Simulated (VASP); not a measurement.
# KBr (Fm-3m) in VASP: notebook, part 2 of 2

VASP 6.6.1. Earlier steps stand in the parts before.

### Step 4. Single point, PBE (36.54 Å³/atom)

This run uses another cell than the first one, of 36.54 Å³/atom.

File INCAR:

```
  ALGO = Normal
  EDIFF = 1E-6
  ENCUT = 520
  GGA = PE
  ISIF = 2
  ISMEAR = 0
  LASPH = T
  LCHARG = F
  LREAL = F
  LWAVE = F
  NBANDS = 15
  NELM = 60
  PREC = Accurate
  SIGMA = 0.01
```

File KPOINTS:

```
k-points
0
Gamma
  6 6 6
```

File POSCAR:

```
KBr
1.0
    0.0000000000      3.3184520677      3.3184520677
    3.3184520677      0.0000000000      3.3184520677
    3.3184520677      3.3184520677      0.0000000000
K Br
1 1
Direct
    0.0000000000      0.0000000000      0.0000000000
    0.5000000000      0.5000000000      0.5000000000
```

Potentials or basis: VASP PAW PBE potentials, release 64 (K_sv, Br).

Launch:

```bash
cat potpaw_PBE.64/K_sv/POTCAR potpaw_PBE.64/Br/POTCAR > POTCAR
mpirun -np 1 vasp_std > vasp.out
```

OUTCAR:

```text
EDIFF = 1E-6
   ENCUT = 520
   GGA = PE
   ISIF = 2
   ISMEAR = 0
   LASPH = T
   LREAL = F
   NELM = 60
   PREC = Accurate

 ion  position               nearest neighbor table
   1  0.000  0.000  0.000-
   2  0.500  0.500  0.500-

  LATTYP: Found a face centered cubic cell.
 ALAT       =     6.6369041354

  Lattice vectors:

 A1 = (   0.0000000000,   3.3184520677,   3.3184520677)
 A2 = (   3.3184520677,   0.0000000000,   3.3184520677)
[... 460 lines left out ...]
     15       9.4287      0.00000

------------------------ aborting loop because EDIFF is reached ----------------------------------------

  FORCE on cell =-STRESS in cart. coord.  units (eV):
  Direction    XX          YY          ZZ          XY          YZ          ZX
  --------------------------------------------------------------------------------------
  -------------------------------------------------------------------------------------
  Total        0.2203150      0.2203150      0.2203150      0.0000000     -0.0000000      0.0000000
  in kB        4.8296771      4.8296771      4.8296771      0.0000000     -0.0000000      0.0000000
  external PRESSURE =       4.8296771 kB  Pullay stress =       0.0000000 kB

 VOLUME and BASIS-vectors are now :
 -----------------------------------------------------------------------------
  energy-cutoff  :      520.00
  volume of cell :       73.09
      direct lattice vectors                 reciprocal lattice vectors
     0.000000000  3.318452068  3.318452068    -0.150672660  0.150672660  0.150672660
     3.318452068  0.000000000  3.318452068     0.150672660 -0.150672660  0.150672660
     3.318452068  3.318452068  0.000000000     0.150672660  0.150672660 -0.150672660

 POSITION                                       TOTAL-FORCE (eV/Angst)
 -----------------------------------------------------------------------------------
      0.00000      0.00000      0.00000         0.000000      0.000000     -0.000000
      3.31845      3.31845      3.31845         0.000000      0.000000      0.000000
 -----------------------------------------------------------------------------------
    total drift:                                0.000000      0.000000      0.000000

  FREE ENERGIE OF THE ION-ELECTRON SYSTEM (eV)
  ---------------------------------------------------
  free  energy   TOTEN  =        -6.2198529048 eV

  energy  without entropy=       -6.2198529048  energy(sigma->0) =       -6.21985290
```

OSZICAR:

```text
N       E                     dE             d eps       ncg     rms          rms(c)
DAV:   1     0.933738894484E+02    0.93374E+02   -0.67776E+03   480   0.933E+02
DAV:   2    -0.338129265246E+00   -0.93712E+02   -0.88160E+02   655   0.227E+02
DAV:   3    -0.611628506504E+01   -0.57782E+01   -0.57543E+01   613   0.486E+01
DAV:   4    -0.639378380380E+01   -0.27750E+00   -0.27745E+00   771   0.868E+00
DAV:   5    -0.639636455656E+01   -0.25808E-02   -0.25807E-02   648   0.932E-01    0.302E+00
DAV:   6    -0.622108147465E+01    0.17528E+00   -0.22344E-01   592   0.225E+00    0.221E+00
DAV:   7    -0.620943833415E+01    0.11643E-01   -0.11116E-01   648   0.176E+00    0.101E+00
DAV:   8    -0.621869940154E+01   -0.92611E-02   -0.12921E-02   546   0.802E-01    0.109E-01
DAV:   9    -0.621955459374E+01   -0.85519E-03   -0.91100E-04   627   0.184E-01    0.811E-02
DAV:  10    -0.621983451289E+01   -0.27992E-03   -0.28694E-04   501   0.971E-02    0.127E-02
DAV:  11    -0.621985076331E+01   -0.16250E-04   -0.26777E-05   651   0.288E-02    0.538E-03
DAV:  12    -0.621985279742E+01   -0.20341E-05   -0.43030E-06   521   0.136E-02    0.180E-03
DAV:  13    -0.621985290482E+01   -0.10740E-06   -0.13101E-07   527   0.203E-03
   1 F= -.62198529E+01 E0= -.62198529E+01  d E =-.305667E-21
```

Run time: 22 s. Hardware: 1 thread of Intel Xeon 8259CL, shared host; peak memory 0.21 GiB.

Results:

```yaml
Free_energy: -6.2199 eV
Pressure: 0.5 GPa
Band_gap_on_the_k_mesh: 4.39 eV
```

Levels at points of the mesh, in eV from the valence-band top:
```
           k point  band 5  band 6  band 7  band 8  band 9  band 10  band 11  band 12
(0.00, 0.00, 0.00)  -11.29    0.00    0.00    0.00    4.39     7.60     7.60     7.60
(0.50, 0.00, 0.00)  -11.05   -1.15   -0.32   -0.32    6.55     8.17     9.72     9.72
(0.50, 0.50, 0.00)  -11.33   -0.80   -0.28   -0.28    5.88     7.14     9.34     9.42
```

### Step 5. Single point, PBE

This run uses another cell than the first one, of 37.67 Å³/atom.

File INCAR:

```
SYSTEM = KBr
PREC = Accurate
ENCUT = 520
EDIFF = 1E-6
ISMEAR = 0
SIGMA = 0.01
LREAL = .FALSE.
LASPH = .TRUE.
NELM = 60
ALGO = Normal
ISIF = 2
LWAVE = .FALSE.
LCHARG = .FALSE.
GGA = PE
NBANDS = 15
```

File KPOINTS:

```
regular mesh
0
G
  6 6 6
  0 0 0
```

File POSCAR:

```
KBr
1.0
    0.0000000000      3.3523161624      3.3523161624
    3.3523161624      0.0000000000      3.3523161624
    3.3523161624      3.3523161624      0.0000000000
K Br
1 1
Direct
    0.0000000000      0.0000000000      0.0000000000
    0.5000000000      0.5000000000      0.5000000000
```

Launch:

```bash
cat potpaw_PBE.64/K_sv/POTCAR potpaw_PBE.64/Br/POTCAR > POTCAR
mpirun -np 1 vasp_std > vasp.out
```

Run time: 22 s. Hardware: 1 thread of Intel Xeon 8259CL, shared host; peak memory 0.21 GiB.

Results (log left out):

| Property | Result |
| --- | --- |
| Free energy | -6.2236 eV |
| Pressure | 0.0 GPa |
| Band gap on the k mesh | 4.31 eV |

Levels at points of the mesh, in eV from the valence-band top:
| k point | band 4 | band 5 | band 6 | band 7 | band 8 | band 9 | band 10 | band 11 | band 12 | band 13 |
| --- | --- | --- | --- | --- | --- | --- | --- | --- | --- | --- |
| (0.00, 0.00, 0.00) | -11.36 | -11.36 | 0.00 | 0.00 | 0.00 | 4.31 | 7.59 | 7.59 | 7.59 | 8.38 |
| (0.50, 0.00, 0.00) | -11.36 | -11.13 | -1.09 | -0.30 | -0.30 | 6.49 | 8.05 | 9.63 | 9.63 | 9.92 |
| (0.50, 0.50, 0.00) | -11.39 | -11.39 | -0.76 | -0.27 | -0.27 | 5.91 | 7.03 | 9.25 | 9.29 | 9.50 |

### Step 6. Summary

| cell | gap on the mesh (eV) | pressure (GPa) |
| --- | --- | --- |
| a = 4.670 Å, angles 60.0°, 2 atoms | 4.43 | 0.7 |
| a = 4.644 Å, angles 60.0°, 2 atoms | 4.47 | 1.0 |
| a = 4.693 Å, angles 60.0°, 2 atoms | 4.39 | 0.5 |
| a = 4.741 Å, angles 60.0°, 2 atoms | 4.31 | 0.0 |

Alike in all rows: task single point; level PBE; potentials or basis VASP PAW PBE potentials, release 64 (K_sv, Br); no spin polarisation; k mesh 6 × 6 × 6; cutoff (eV) 520; smearing gaussian 0.01 eV.

Total energies depend on the potentials used, so only differences within one code and one set of settings carry meaning.
